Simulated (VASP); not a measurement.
# Bi (Fm-3m) in VASP: a series of runs

Bi is run at these levels: r2SCAN; tasks: single point.

Everything below comes from runs of VASP 6.6.1. Logs are shortened: lines on timing, memory, paths and dates and some standing lists are left out, and cuts for length are marked.

## 1. The cell of the first run

Symmetry: Fm-3m, No. 225, cubic system. Conventional cell: a = 5.138 Å, b = 5.138 Å, c = 5.138 Å, α = 90.00°, β = 90.00°, γ = 90.00°. Bi (site symmetry m-3m) has 12 Bi at 3.63 Å within 4.8 Å.

## 2. Single point, r2SCAN (volume scaled by 1.08)

The input, POSCAR:

```
Bi
1.0
    0.0000000000      2.5689904369      2.5689904369
    2.5689904369      0.0000000000      2.5689904369
    2.5689904369      2.5689904369      0.0000000000
Bi
1
Direct
    0.0000000000      0.0000000000      0.0000000000
```

The input, INCAR.step1:

```
PREC = Accurate
ENCUT = 520
ISMEAR = -1
SIGMA = 0.1
LREAL = False
LASPH = True
NELM = 80
NBANDS = 14
GGA = PE
ALGO = Normal
EDIFF = 1E-4
LWAVE = True
LCHARG = False
```

The input, INCAR.step2:

```
PREC = Accurate
ENCUT = 520
EDIFF = 1E-6
ISMEAR = -1
SIGMA = 0.1
LREAL = False
LASPH = True
NELM = 80
ALGO = Normal
ISIF = 2
LWAVE = False
LCHARG = False
METAGGA = R2SCAN
LMIXTAU = True
NBANDS = 14
ISTART = 1
```

The input, KPOINTS:

```
regular mesh
0
Gamma
  12 12 12
```

Potentials or basis: VASP PAW PBE potentials, release 64 (Bi_d).

On the command line:

```
$ cat potpaw_PBE.64/Bi_d/POTCAR > POTCAR
$ cp INCAR.step1 INCAR
$ mpirun -np 1 vasp_std > vasp.out
$ cp INCAR.step2 INCAR
$ mpirun -np 1 vasp_std > vasp.out
```

OUTCAR:

```text
PREC = Accurate
   ENCUT = 520
   EDIFF = 1E-6
   ISMEAR = -1
   LREAL = False
   LASPH = True
   NELM = 80
   ISIF = 2
   METAGGA = R2SCAN
   ISTART = 1

 ion  position               nearest neighbor table
   1  0.000  0.000  0.000-

  LATTYP: Found a face centered cubic cell.
 ALAT       =     5.1379808738

  Lattice vectors:

 A1 = (   0.0000000000,   2.5689904369,   2.5689904369)
 A2 = (   2.5689904369,   0.0000000000,   2.5689904369)
 A3 = (   2.5689904369,   2.5689904369,   0.0000000000)

Analysis of symmetry for initial positions (statically):
=====================================================================
 Subroutine PRICEL returns:
 Original cell was already a primitive cell.

 Routine SETGRP: Setting up the symmetry group for a
 face centered cubic supercell.

 Subroutine GETGRP returns: Found 48 space group operations
 (whereof 48 operations were pure point group operations)
 out of a pool of 48 trial point group operations.

The static configuration has the point symmetry O_h .

Analysis of symmetry for dynamics (positions and initial velocities):
=====================================================================
 Subroutine PRICEL returns:
 Original cell was already a primitive cell.

 Routine SETGRP: Setting up the symmetry group for a
 face centered cubic supercell.

 Subroutine GETGRP returns: Found 48 space group operations
 (whereof 48 operations were pure point group operations)
 out of a pool of 48 trial point group operations.

The dynamic configuration has the point symmetry O_h .

 Subroutine INISYM returns: Found 48 space group operations
 (whereof 48 operations are pure point group operations),
 and found     1 'primitive' translations

----------------------------------------------------------------------------------------

                                     Primitive cell

  volume of cell :      33.9092

  direct lattice vectors                    reciprocal lattice vectors
     0.000000000  2.568990437  2.568990437    -0.194628985  0.194628985  0.194628985
     2.568990437  0.000000000  2.568990437     0.194628985 -0.194628985  0.194628985
     2.568990437  2.568990437  0.000000000     0.194628985  0.194628985 -0.194628985

  length of vectors
     3.633101117  3.633101117  3.633101117     0.337107290  0.337107290  0.337107290

  position of ions in fractional coordinates (direct lattice)
     0.000000000  0.000000000  0.000000000

  ion indices of the primitive-cell ions
   primitive index   ion index
                 1           1

----------------------------------------------------------------------------------------

 KPOINTS: regular mesh

Automatic generation of k-mesh.
 Grid dimensions read from file:
 generate k-points for:   12   12   12

 Generating k-lattice:

  Cartesian coordinates                     Fractional coordinates (reciprocal lattice)
    -0.016219082  0.016219082  0.016219082     0.083333333  0.000000000  0.000000000
     0.016219082 -0.016219082  0.016219082     0.000000000  0.083333333  0.000000000
     0.016219082  0.016219082 -0.016219082     0.000000000  0.000000000  0.083333333

  Length of vectors
     0.028092274  0.028092274  0.028092274

  Shift w.r.t. Gamma in fractional coordinates (k-lattice)
     0.000000000  0.000000000  0.000000000

 Subroutine IBZKPT returns following result:
 ===========================================

 Found     72 irreducible k-points:

 Following reciprocal coordinates:
            Coordinates               Weight
  0.000000  0.000000  0.000000      1.000000
  0.083333  0.000000  0.000000      8.000000
  0.166667  0.000000  0.000000      8.000000
  0.250000  0.000000  0.000000      8.000000
  0.333333  0.000000  0.000000      8.000000
  0.416667  0.000000  0.000000      8.000000
[... 16 lines left out ...]
  0.500000  0.166667  0.000000     24.000000
 -0.416667  0.166667  0.000000     24.000000
 [... further k-points ...]
   k-points           NKPTS =     72   k-points in BZ     NKDIM =     72   number of bands    NBANDS=     14
   number of dos      NEDOS =    301   number of ions     NIONS =      1
   total plane-waves  NPLWV =  21952
   dimension x,y,z NGX =    28 NGY =   28 NGZ =   28
   dimension x,y,z NGXF=    56 NGYF=   56 NGZF=   56
   ions per type =               1
   NGX,Y,Z   is equivalent  to a cutoff of  12.81, 12.81, 12.81 a.u.
   NGXF,Y,Z  is equivalent  to a cutoff of  25.62, 25.62, 25.62 a.u.
 SYSTEM =  unknown system
   PREC   = accura    normal or accurate (medium, high low for compatibility)
   ISTART =      1    job   : 0-new  1-cont  2-samecut
   ICHARG =      0    charge: 1-file 2-atom 10-const
   ISPIN  =      1    spin polarized calculation?
   LNONCOLLINEAR =      F non collinear calculations
   LSORBIT =      F    spin-orbit coupling
   LASPH  =      T    aspherical Exc in radial PAW
   ENCUT  =  520.0 eV  38.22 Ry    6.18 a.u.   6.76  6.76  6.76*2*pi/ulx,y,z
   NELM   =     80;   NELMIN=  2; NELMDL=  0     # of ELM steps
   EDIFF  = 0.1E-05   stopping-criterion for ELM
   LREAL  =      F    real-space projection
   EDIFFG = 0.1E-04   stopping-criterion for IOM
   NSW    =      0    number of steps for IOM
   IBRION =     -1    ionic relax: 0-MD 1-quasi-New 2-CG
   NFREE  =      0    steps in history (QN), initial steepest desc. (CG)
   ISIF   =      2    stress and relaxation
   ISYM   =      2    0-nonsym 1-usesym 2-fastsym
   POTIM  = 0.5000    time-step for ionic-motion
   TEBEG  =    0.0;   TEEND  =   0.0 temperature during run
   PSTRESS=    0.0 pullay stress
   NELECT =      15.0000    total number of electrons
   NUPDOWN=      -1.0000    fix difference up-down
   EMIN   =  10.00;   EMAX   =-10.00  energy-range for DOS
   EFERMI =   0.00;   METHOD = LEGACY
   ISMEAR =    -1;   SIGMA  =   0.10  broadening in eV -4-tet -1-fermi 0-gaus
   EFERMI_NEDOS =   21; number of points for ismear=-14 and -15
   IALGO  =     38    algorithm
   IMIX   =      4    mixing-type and parameters
     AMIX     =   0.40;   BMIX     =  1.00
     AMIX_MAG =   1.60;   BMIX_MAG =  1.00
  volume/ion in A,a.u.               =      33.91       228.83
  Fermi-wavevector in a.u.,A,eV,Ry     =   1.247382  2.357210 21.170142  1.555962
  Thomas-Fermi vector in A             =   2.381517
   LORBIT       =      0    0 simple, 1 ext, 2 COOP (PROOUT), +10 PAW based schemes
   METAGGA = R2SCAN    functional components
   LHFCALC =     F    Hartree Fock is set to
   AEXX    =    0.0000 exact exchange contribution
   IVDW    =     0    specifies the selected vdW correction
   LEPSILON=     F    determine dielectric tensor
   LRPA    =     F    only Hartree local field effects (RPA)
 non-spin polarized calculation
  energy-cutoff  :      520.00
  volume of cell :       33.91
 maximum number of plane-waves:       941
   NGX = 13   NGY = 13   NGZ = 13

 number of electron      14.9999999 magnetization

 Free energy of the ion-electron system (eV)
  ---------------------------------------------------
  ext. energy  EPLUGINS =         0.00000000
  ---------------------------------------------------
  free energy    TOTEN  =       -58.17797989 eV

  energy without entropy =      -58.15367428  energy(sigma->0) =      -58.16582708

 E-fermi :   6.9374     XC(G=0): -10.6404

 val. band max:        6.8648701036   @ k =  -0.2500   0.4167   0.1667
 cond. band min:       6.9672177552   @ k =  -0.1667   0.2500   0.0833
 fundamental gap:      0.1023476516
 Fermi energy:         6.9373923159

 k-point     1 :       0.0000    0.0000    0.0000
  band No.  band energies     occupation
      1     -16.8775      2.00000
      2     -16.8775      2.00000
      3     -16.8775      2.00000
      4     -16.8217      2.00000
      5     -16.8217      2.00000
      6      -6.7552      2.00000
      7      11.4823      0.00000
      8      11.4823      0.00000
      9      11.4823      0.00000
     10      15.6594      0.00000
     11      16.7074      0.00000
     12      17.8208      0.00000
     13      17.8208      0.00000
     14      17.8208      0.00000

 k-point     2 :       0.0833    0.0000    0.0000
  band No.  band energies     occupation
      1     -16.8766      2.00000
      2     -16.8731      2.00000
      3     -16.8731      2.00000
      4     -16.8215      2.00000
      5     -16.8215      2.00000
      6      -6.6414      2.00000
      7      10.2378      0.00000
      8      11.3517      0.00000
      9      11.3517      0.00000
     10      15.8059      0.00000
     11      16.6894      0.00000
     12      18.0564      0.00000
     13      18.0564      0.00000
     14      19.3211      0.00000

 k-point     3 :       0.1667    0.0000    0.0000
  band No.  band energies     occupation
      1     -16.8745      2.00000
      2     -16.8647      2.00000
      3     -16.8647      2.00000
      4     -16.8176      2.00000
      5     -16.8176      2.00000
      6      -6.3057      2.00000
      7       8.0121      0.00004
      8      11.0291      0.00000
      9      11.0291      0.00000
     10      15.1075      0.00000
     11      18.2023      0.00000
     12      18.4180      0.00000
     13      18.4180      0.00000
     14      19.0749      0.00000

 k-point     4 :       0.2500    0.0000    0.0000
  band No.  band energies     occupation
      1     -16.8719      2.00000
      2     -16.8623      2.00000
      3     -16.8623      2.00000
      4     -16.8031      2.00000
      5     -16.8031      2.00000
      6      -5.7707      2.00000
      7       5.7889      1.99998
      8      10.6465      0.00000
      9      10.6466      0.00000
     10      14.6478      0.00000
     11      17.9518      0.00000
     12      17.9573      0.00000
     13      17.9573      0.00000
     14      19.9580      0.00000

 k-point     5 :       0.3333    0.0000    0.0000
  band No.  band energies     occupation
      1     -16.8698      2.00000
      2     -16.8659      2.00000
      3     -16.8659      2.00000
      4     -16.7823      2.00000
      5     -16.7823      2.00000
      6      -5.0981      2.00000
      7       3.8474      2.00000
      8      10.3098      0.00000
      9      10.3098      0.00000
     10      14.3990      0.00000
     11      17.0758      0.00000
[... 276 lines left out ...]
 k-point    22 :       0.4167    0.1667    0.0000
  band No.  band energies     occupation
      1     -16.8868      2.00000
      2     -16.8535      2.00000
      3     -16.8387      2.00000
      4     -16.7957      2.00000
      5     -16.7619      2.00000
      6      -4.5259      2.00000
      7       3.6050      2.00000
      8       8.1488      0.00001
      9       8.9443      0.00000
     10      13.7962      0.00000
     11      17.1305      0.00000
     12      18.6729      0.00000
     13      19.1787      0.00000
     14      20.6938      0.00000

 k-point    23 :       0.5000    0.1667    0.0000
  band No.  band energies     occupation
      1     -16.8829      2.00000
      2     -16.8494      2.00000
      3     -16.8433      2.00000
      4     -16.7853      2.00000
      5     -16.7575      2.00000
      6      -3.9899      2.00000
      7       2.5416      2.00000
      8       7.5824      0.00316
      9       9.0559      0.00000
     10      13.7716      0.00000
     11      17.2861      0.00000
     12      18.5780      0.00000
     13      19.9635      0.00000
     14      20.7022      0.00000

 k-point    24 :      -0.4167    0.1667    0.0000
  band No.  band energies     occupation
      1     -16.8784      2.00000
      2     -16.8480      2.00000
      3     -16.8456      2.00000
      4     -16.7778      2.00000
      5     -16.7664      2.00000
      6      -3.9019      2.00000
      7       2.3916      2.00000
      8       7.2139      0.11851
      9       9.3885      0.00000
     10      14.0163      0.00000
     11      17.0365      0.00000
     12      18.1769      0.00000
     13      20.9305      0.00000
     14      22.0129      0.00000

 [... further k-points ...]

------------------------ aborting loop because EDIFF is reached ----------------------------------------

  FORCE on cell =-STRESS in cart. coord.  units (eV):
  Direction    XX          YY          ZZ          XY          YZ          ZX
  --------------------------------------------------------------------------------------
  -------------------------------------------------------------------------------------
  Total       -0.7907183     -0.7907183     -0.7907183     -0.0000000     -0.0000000      0.0000000
  in kB      -37.3606938    -37.3606938    -37.3606938     -0.0000000     -0.0000000      0.0000000
  external PRESSURE =     -37.3606938 kB  Pullay stress =       0.0000000 kB

 VOLUME and BASIS-vectors are now :
 -----------------------------------------------------------------------------
  energy-cutoff  :      520.00
  volume of cell :       33.91
      direct lattice vectors                 reciprocal lattice vectors
     0.000000000  2.568990437  2.568990437    -0.194628985  0.194628985  0.194628985
     2.568990437  0.000000000  2.568990437     0.194628985 -0.194628985  0.194628985
     2.568990437  2.568990437  0.000000000     0.194628985  0.194628985 -0.194628985

 POSITION                                       TOTAL-FORCE (eV/Angst)
 -----------------------------------------------------------------------------------
      0.00000      0.00000      0.00000         0.000000      0.000000     -0.000000
 -----------------------------------------------------------------------------------
    total drift:                               -0.000000     -0.000000     -0.000000

  FREE ENERGIE OF THE ION-ELECTRON SYSTEM (eV)
  ---------------------------------------------------
  free  energy   TOTEN  =       -58.1779798895 eV

  energy  without entropy=      -58.1536742798  energy(sigma->0) =      -58.16582708
```

It took 61 s on 1 thread of Intel Xeon Platinum 8559C (Emerald Rapids), shared host; peak memory 0.18 GiB.

What came out:

```
Free energy : -58.1780 eV
Pressure    : -3.7 GPa
```

Caveat: the cell differs from its parent crystal (volume scaled by 1.08); the PAW data sets were made with another functional, which shifts forces and pressure a little; spin-orbit coupling is left out, which moves the levels of the heavy elements.

## 3. Single point, r2SCAN (volume scaled by 1.12)

The input, POSCAR:

```
Bi
1.0
    0.0000000000      2.6003226765      2.6003226765
    2.6003226765      0.0000000000      2.6003226765
    2.6003226765      2.6003226765      0.0000000000
Bi
1
Direct
    0.0000000000      0.0000000000      0.0000000000
```

The input, INCAR.step1:

```
ALGO = Normal ; EDIFF = 1E-4
ENCUT = 520 ; GGA = PE
ISMEAR = -1 ; LASPH = T
LCHARG = F ; LREAL = F
LWAVE = T ; NBANDS = 14
NELM = 100 ; PREC = Accurate
SIGMA = 0.1
```

The input, INCAR.step2:

```
ALGO = Normal ; EDIFF = 1E-6
ENCUT = 520 ; ISIF = 2
ISMEAR = -1 ; ISTART = 1
LASPH = T ; LCHARG = T
LELF = T ; LMIXTAU = T
LREAL = F ; LVHAR = T
LWAVE = F ; METAGGA = R2SCAN
NBANDS = 14 ; NELM = 100
PREC = Accurate ; SIGMA = 0.1
```

The input, KPOINTS:

```
k-points
0
Gamma
  12 12 12
```

Potentials or basis: VASP PAW PBE potentials, release 64 (Bi_d).

On the command line:

```
$ cat potpaw_PBE.64/Bi_d/POTCAR > POTCAR
$ cp INCAR.step1 INCAR
$ mpirun -np 1 vasp_std > vasp.out
$ cp INCAR.step2 INCAR
$ mpirun -np 1 vasp_std > vasp.out
```

It took 63 s on 1 thread of Intel Xeon Platinum 8559C (Emerald Rapids), shared host; peak memory 0.17 GiB.

Results (log left out):

```yaml
Free_energy: -58.1443 eV
Pressure: -5.0 GPa
```

Levels at points of the mesh, in eV from the Fermi level:
```tsv
k point	band 5	band 6	band 7	band 8	band 9	band 10
(0.00, 0.00, 0.00)	-23.75	-13.46	4.31	4.31	4.31	8.32
(0.50, 0.00, 0.00)	-23.69	-11.03	-4.87	2.92	2.92	7.15
(0.50, 0.50, 0.00)	-23.68	-10.11	-4.18	0.28	0.28	4.45
```

Caveat: the cell differs from its parent crystal (volume scaled by 1.12); the PAW data sets were made with another functional, which shifts forces and pressure a little; spin-orbit coupling is left out, which moves the levels of the heavy elements.

## 4. Single point, r2SCAN

This run uses another cell than the first one, of 31.40 Å³/atom, 0.926 times its volume.

The input, POSCAR:

```
Bi
1.0
    0.0000000000      2.5039245356      2.5039245356
    2.5039245356      0.0000000000      2.5039245356
    2.5039245356      2.5039245356      0.0000000000
Bi
1
Direct
    0.0000000000      0.0000000000      0.0000000000
```

The input, INCAR.step1:

```
SYSTEM = Bi
PREC = Accurate
ENCUT = 520
ISMEAR = -1
SIGMA = 0.1
LREAL = .FALSE.
LASPH = .TRUE.
NELM = 60
NBANDS = 14
GGA = PE
ALGO = Normal
EDIFF = 1E-4
LWAVE = .TRUE.
LCHARG = .FALSE.
```

The input, INCAR.step2:

```
SYSTEM = Bi
PREC = Accurate
ENCUT = 520
EDIFF = 1E-7
ISMEAR = -1
SIGMA = 0.1
LREAL = .FALSE.
LASPH = .TRUE.
NELM = 60
ALGO = Normal
ISIF = 2
LWAVE = .FALSE.
LCHARG = .TRUE.
METAGGA = R2SCAN
LMIXTAU = .TRUE.
LELF = .TRUE.
LVHAR = .TRUE.
NBANDS = 14
ISTART = 1
```

The input, KPOINTS:

```
Automatic mesh
0
G
  18 18 18
  0 0 0
```

On the command line:

```
$ cat potpaw_PBE.64/Bi_d/POTCAR > POTCAR
$ cp INCAR.step1 INCAR
$ mpirun -np 1 vasp_std > vasp.out
$ cp INCAR.step2 INCAR
$ mpirun -np 1 vasp_std > vasp.out
```

Wall time 3.2 min (1 thread of Intel Xeon Platinum 8559C (Emerald Rapids), shared host); peak memory 0.21 GiB.

It converged, with:

* Free energy: -58.2058 eV
* Pressure: -0.2 GPa

Levels at points of the mesh, in eV from the Fermi level:
| k point | band 4 | band 5 | band 6 | band 7 | band 8 | band 9 | band 10 | band 11 |
| --- | --- | --- | --- | --- | --- | --- | --- | --- |
| (0.00, 0.00, 0.00) | -23.78 | -23.78 | -14.21 | 5.08 | 5.08 | 5.08 | 9.64 | 9.73 |
| (0.50, 0.00, 0.00) | -23.70 | -23.70 | -11.20 | -5.54 | 3.42 | 3.42 | 7.82 | 9.33 |
| (0.50, 0.50, 0.00) | -23.68 | -23.68 | -10.02 | -4.75 | 0.30 | 0.30 | 4.52 | 5.53 |

Caveat: the PAW data sets were made with another functional, which shifts forces and pressure a little; spin-orbit coupling is left out, which moves the levels of the heavy elements.

## 5. Summary

```csv
cell,k mesh,gap on the mesh (eV),pressure (GPa)
"a = 3.633 Å, angles 60.0°, 1 atom",12 × 12 × 12,none,-3.7
"a = 3.677 Å, angles 60.0°, 1 atom",12 × 12 × 12,none,-5.0
"a = 3.541 Å, angles 60.0°, 1 atom",18 × 18 × 18,none,-0.2
```

Alike in all rows: task single point; level r2SCAN; potentials or basis VASP PAW PBE potentials, release 64 (Bi_d); no spin polarisation; cutoff (eV) 520; smearing fermi-dirac 0.1 eV.

Caveats: the PAW data sets were made with another functional, which shifts forces and pressure a little; spin-orbit coupling is left out, which moves the levels of the heavy elements.

Total energies depend on the potentials used, so only differences within one code and one set of settings carry meaning.
